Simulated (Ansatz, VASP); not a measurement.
## One calculation of NbC, two programs

```
CELL_PARAMETERS angstrom
0.00000 2.25405 2.25405
2.25405 0.00000 2.25405
2.25405 2.25405 0.00000
ATOMIC_POSITIONS crystal
Nb 0.00000 0.00000 0.00000
C 0.50000 0.50000 0.50000
```

Alike in both runs: task single point; functional PBEsol; k mesh 8 × 8 × 8; occupations gaussian, width 0.1 eV; no spin polarisation.

|  | VASP | Ansatz |
| --- | --- | --- |
| version | VASP 6.6.1 | Ansatz 0.2.0 |
| potentials or method | VASP PAW PBE potentials, release 64 (Nb_sv, C), cutoff 600 eV | scalar-relativistic, plane waves, PAW |
| valence electrons in the cell | 17 | 17 |

VASP gave:

```
gap on the k mesh at the Fermi level (eV) : none
pressure (GPa)                            : -12.0
```

Q: Which values does Ansatz return?

A: gap on the k mesh at the Fermi level (eV): none; pressure (GPa): -11.5.

VASP's potentials were made for PBE, not for PBEsol, and Ansatz warns of the same on its side. A gap of «none» marks a metal or a gap that the smearing closes.
